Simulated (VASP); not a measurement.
Runs of VASP 6.6.1 on CoPdO2. The structure is that of space group R-3m (No. 166), or close to it. The cells are those of the table. 

```csv
task,level,spin,cell,cutoff (eV),gap on the mesh (eV),pressure (GPa),moment (μB),largest force (eV/Å)
relaxation of shape and atoms at fixed volume,revPBE+D3(BJ)+U,"collinear, zero start","relaxed from a = 6.221 Å, angles 26.7°, 4 atoms",600,none,-8.6,0.00,-
single point,RPBE+D4+U,"collinear, zero start","a = 6.161 Å, angles 26.6°, 4 atoms",520,none,-1.4,0.00,0.11
single point,BLYP+D3(BJ)+U,collinear,"a = 6.176 Å, angles 26.6°, 4 atoms",520,none,1.2,0.00,0.05
single point,revPBE+D3(BJ)+U,"collinear, zero start","a = 6.181 Å, angles 26.7°, 4 atoms",520,none,-5.0,0.00,0.07
single point,revPBE+D3(BJ)+U,collinear,"a = 6.170 Å, angles 26.7°, 4 atoms",520,none,-3.4,0.00,0.08
single point,PBE+D3(BJ)+U,"collinear, zero start","a = 6.174 Å, angles 26.9°, 4 atoms",520,none,(b),0.00,0.07
single point,BLYP+D3(BJ)+U,"collinear, zero start","a = 6.163 Å, angles 26.6°, 4 atoms",520,none,3.7,0.00,0.05
relaxation of shape and atoms at fixed volume,RPBE+D4+U,"collinear, zero start","relaxed from a = 6.148 Å, angles 26.7°, 4 atoms",600,none,-1.2,0.00,0.01
single point,BLYP+D3(BJ)+U,"collinear, zero start","a = 6.186 Å, angles 26.7°, 4 atoms",520,none,(a),0.00,0.04
single point,revPBE+D3(BJ)+U,"collinear, zero start","a = 6.159 Å, angles 26.6°, 4 atoms",520,none,-1.4,0.00,0.09
single point,PBE+D3(BJ)+U,"collinear, zero start","a = 6.111 Å, angles 26.8°, 4 atoms",520,none,2.3,0.00,0.03
single point,RPBE+D4+U,"collinear, zero start","a = 6.184 Å, angles 26.8°, 4 atoms",520,none,(c),0.00,0.10
```

Alike in all rows: potentials or basis VASP PAW PBE potentials, release 64 (Co, Pd, O); Co d U = 3.3 eV; k mesh 10 × 10 × 10; smearing gaussian 0.05 eV.

Task: Estimate the missing entries.

Result: (a) -0.4; (b) -5.9; (c) -4.9.

Caveats: the PAW data sets were made with another functional, which shifts forces and pressure a little (at least some runs); the cell stands under tension (at least some runs); three body term missing (at least some runs); the cell stands under pressure (at least some runs).

A k mesh can miss the band edges, and the runs leave out spin-orbit coupling on Pd.

A gap of «none» marks levels without a gap at the run's occupations.
